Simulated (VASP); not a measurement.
Tl, 1 atom in the cell. The structure is cubic, space group Im-3m (No. 229). Conventional cell: a = 3.450 Å, b = 3.450 Å, c = 3.450 Å, α = 90.00°, β = 90.00°, γ = 90.00°. Within 3.9 Å of Tl (site symmetry m-3m) lie 14 Tl at 2.99 to 3.45 Å. This isn't the form of Tl at room conditions, which is hcp.

- Program: VASP 6.6.1
- Task: single point
- Functional: PBEsol
- Potentials or basis: VASP PAW PBE potentials, release 64 (Tl_d)
- Cutoff: 500 eV
- k mesh: 9 × 9 × 9
- Occupations: fermi-dirac, width 0.05 eV
- Spin: no spin polarisation
- Dipole correction: no
- Further INCAR settings: ALGO = Normal; EDIFF = 1e-06; NBANDS = 12

Potentials or basis: VASP PAW PBE potentials, release 64 (Tl_d).

Launch:

```console
$ cat potpaw_PBE.64/Tl_d/POTCAR > POTCAR
$ mpirun -np 1 vasp_std > vasp.out
```

Hardware: 1 thread of Intel(R) Xeon(R) Platinum 8488C (Sapphire Rapids), on a shared host.

How long does it take, and how much memory?

Wall time 6.8 s on 1 thread of Intel(R) Xeon(R) Platinum 8488C (Sapphire Rapids), with other jobs on the host, peak memory 0.14 GiB. Counts: scf iterations 10, k points 35.
